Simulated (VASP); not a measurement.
Set up this calculation in VASP 6.6.1, as the native input.

| Quantity | Value |
| --- | --- |
| Task | single point |
| Functional | PBE |
| Potentials or basis | VASP PAW PBE potentials, release 64 (Li_sv, Nb_sv, O) |
| Cutoff | 520 eV |
| k mesh | 1 × 1 × 1, shifted |
| Occupations | gaussian, width 0.01 eV |
| Spin | no spin polarisation |
| Dipole correction | no |
| Further INCAR settings | LREAL = Auto; ALGO = Normal; EDIFF = 1e-06; NBANDS = 318 |

The structure of LiNbO3 lies in POSCAR:

```
LiNbO3
1.0
    5.1899002704      2.9963903182      9.3444464955
   -5.1899002704      2.9963903182      9.3444464955
    0.0000000000     -5.9927806363      9.3444464955
Li Nb O
16 16 48
Direct
    0.3591791438      0.3591791438      0.3591791438
    0.1091791438      0.1091791438      0.1091791438
    0.3591791438      0.3591791438      0.8591791438
    0.1091791438      0.1091791438      0.6091791438
    0.3591791438      0.8591791438      0.3591791438
    0.1091791438      0.6091791438      0.1091791438
    0.3591791438      0.8591791438      0.8591791438
    0.1091791438      0.6091791438      0.6091791438
    0.8591791438      0.3591791438      0.3591791438
    0.6091791438      0.1091791438      0.1091791438
    0.8591791438      0.3591791438      0.8591791438
    0.6091791438      0.1091791438      0.6091791438
    0.8591791438      0.8591791438      0.3591791438
    0.6091791438      0.6091791438      0.1091791438
    0.8591791438      0.8591791438      0.8591791438
    0.6091791438      0.6091791438      0.6091791438
    0.4997410062      0.4997410062      0.4997410062
    0.2497410062      0.2497410062      0.2497410062
    0.4997410062      0.4997410062      0.9997410062
    0.2497410062      0.2497410062      0.7497410063
    0.4997410062      0.9997410062      0.4997410062
    0.2497410062      0.7497410063      0.2497410062
    0.4997410062      0.9997410062      0.9997410062
    0.2497410062      0.7497410063      0.7497410063
    0.9997410062      0.4997410062      0.4997410062
    0.7497410063      0.2497410062      0.2497410062
    0.9997410062      0.4997410062      0.9997410062
    0.7497410063      0.2497410062      0.7497410063
    0.9997410062      0.9997410062      0.4997410062
    0.7497410063      0.7497410063      0.2497410062
    0.9997410062      0.9997410062      0.9997410062
    0.7497410063      0.7497410063      0.7497410063
    0.1394529432      0.3209637481      0.4447556587
    0.3209637481      0.4447556587      0.1394529432
    0.4447556587      0.1394529432      0.3209637481
    0.1947556587      0.0709637481      0.3894529432
    0.3894529432      0.1947556587      0.0709637481
    0.0709637481      0.3894529432      0.1947556587
    0.1394529432      0.3209637481      0.9447556587
    0.3209637481      0.4447556587      0.6394529432
    0.4447556587      0.1394529432      0.8209637481
    0.1947556587      0.0709637481      0.8894529432
    0.3894529432      0.1947556587      0.5709637481
    0.0709637481      0.3894529432      0.6947556587
    0.1394529432      0.8209637481      0.4447556587
    0.3209637481      0.9447556587      0.1394529432
    0.4447556587      0.6394529432      0.3209637481
    0.1947556587      0.5709637481      0.3894529432
    0.3894529432      0.6947556587      0.0709637481
    0.0709637481      0.8894529432      0.1947556587
    0.1394529432      0.8209637481      0.9447556587
    0.3209637481      0.9447556587      0.6394529432
    0.4447556587      0.6394529432      0.8209637481
    0.1947556587      0.5709637481      0.8894529432
    0.3894529432      0.6947556587      0.5709637481
    0.0709637481      0.8894529432      0.6947556587
    0.6394529432      0.3209637481      0.4447556587
    0.8209637481      0.4447556587      0.1394529432
    0.9447556587      0.1394529432      0.3209637481
    0.6947556587      0.0709637481      0.3894529432
    0.8894529432      0.1947556587      0.0709637481
    0.5709637481      0.3894529432      0.1947556587
    0.6394529432      0.3209637481      0.9447556587
    0.8209637481      0.4447556587      0.6394529432
    0.9447556587      0.1394529432      0.8209637481
    0.6947556587      0.0709637481      0.8894529432
    0.8894529432      0.1947556587      0.5709637481
    0.5709637481      0.3894529432      0.6947556587
    0.6394529432      0.8209637481      0.4447556587
    0.8209637481      0.9447556587      0.1394529432
    0.9447556587      0.6394529432      0.3209637481
    0.6947556587      0.5709637481      0.3894529432
    0.8894529432      0.6947556587      0.0709637481
    0.5709637481      0.8894529432      0.1947556587
    0.6394529432      0.8209637481      0.9447556587
    0.8209637481      0.9447556587      0.6394529432
    0.9447556587      0.6394529432      0.8209637481
    0.6947556587      0.5709637481      0.8894529432
    0.8894529432      0.6947556587      0.5709637481
    0.5709637481      0.8894529432      0.6947556587
```

These files were run (other wordings do the same):

INCAR

```
PREC = Accurate
ENCUT = 520
EDIFF = 1E-6
ISMEAR = 0
SIGMA = 0.01
LREAL = Auto
LASPH = True
NELM = 60
ALGO = Normal
ISIF = 2
LWAVE = False
LCHARG = True
GGA = PE
LELF = True
LVHAR = True
NBANDS = 318
```

KPOINTS

```
Automatic mesh
0
Gamma
  1 1 1
  0.25 0.25 0.25
```

Potentials or basis: VASP PAW PBE potentials, release 64 (Li_sv, Nb_sv, O).

The run is started by

```console
$ cat potpaw_PBE.64/Li_sv/POTCAR potpaw_PBE.64/Nb_sv/POTCAR potpaw_PBE.64/O/POTCAR > POTCAR
$ mpirun -np 1 vasp_std > vasp.out
```

It gave:

```
Largest force          : 0.019 eV/Å
Band gap on the k mesh : 3.68 eV
```

Caveat: the k points lie up to 0.73 Å⁻¹ apart; a shifted mesh leaves out Γ, where band edges can lie.

It took 29 min on 1 thread of Intel Xeon 8259CL (shared host), peak memory 1.2 GiB.
